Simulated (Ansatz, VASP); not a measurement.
**One calculation of LiH, two programs**

```
Li H
1.0
     0.00000    2.19510    1.86990
     2.19510    0.00000    1.86990
     2.19510    2.19510    0.00000
Li H
1 1
Direct
  0.00000 0.00000 0.00000
  0.50000 0.50000 0.50000
```

Change from the starting cell: strain +0.080 along x and y, -0.080 along z, atoms carried along.

Alike in both runs: task single point; functional PBE; k mesh 10 × 10 × 10; occupations gaussian, width 0.05 eV; no spin polarisation.

|  | VASP | Ansatz |
| --- | --- | --- |
| version | VASP 6.6.1 | Ansatz 0.2.0 |
| potentials or method | VASP PAW PBE potentials, release 64 (Li_sv, H), cutoff 520 eV | scalar-relativistic, plane waves, PAW |
| valence electrons in the cell | 4 | 4 |

|  | VASP | Ansatz | Ansatz less VASP |
| --- | --- | --- | --- |
| gap on the k mesh at the Fermi level (eV) | 1.78 | 1.78 | +0.005 |
| least direct gap on the mesh (eV) | 2.82 | 2.83 | +0.009 |

Noted on VASP's run: the cutoff is short for stress, so the pressure is rough.
